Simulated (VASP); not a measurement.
Write the native input for VASP 6.6.1 that does the following.

- Task: single point
- Functional: PBEsol
- Potentials or basis: VASP PAW PBE potentials, release 64 (Ti_sv, Al)
- Cutoff: 520 eV
- k mesh: 6 × 6 × 6
- Occupations: methfessel-paxton, width 0.15 eV
- Spin: no spin polarisation
- Dipole correction: no
- Further INCAR settings: ALGO = Normal; EDIFF = 1e-06; NBANDS = 28

The structure of Ti3Al lies in POSCAR:

```
Ti3Al
1.0
    0.0000000000      3.2100905411      3.2100905411
    3.2100905411      0.0000000000      3.2100905411
    3.2100905411      3.2100905411      0.0000000000
Ti Al
3 1
Direct
    0.7500000000      0.7500000000      0.7500000000
    0.2500000000      0.2500000000      0.2500000000
    0.0000000000      0.0000000000      0.0000000000
    0.5000000000      0.5000000000      0.5000000000
```

These files were run (other wordings do the same):

INCAR

```
SYSTEM = Ti3Al
  ALGO = Normal
  EDIFF = 1E-6
  ENCUT = 520
  GGA = PS
  ISIF = 2
  ISMEAR = 1
  LASPH = .True.
  LCHARG = .True.
  LELF = .True.
  LREAL = .False.
  LVHAR = .True.
  LWAVE = .False.
  NBANDS = 28
  NELM = 100
  PREC = Accurate
  SIGMA = 0.15
```

KPOINTS

```
k-points
0
Gamma
  6 6 6
  0 0 0
```

Potentials or basis: VASP PAW PBE potentials, release 64 (Ti_sv, Al).

The run is started by

```console
$ cat potpaw_PBE.64/Ti_sv/POTCAR potpaw_PBE.64/Al/POTCAR > POTCAR
$ mpirun -np 1 vasp_std > vasp.out
```

It gave:

The pressure is -2.9 GPa.

Caveat: the PAW data sets were made with another functional, which shifts forces and pressure a little.

It took 68 s on 1 thread of AMD EPYC 7R13 Processor (Zen 3) (shared host), peak memory 0.17 GiB.
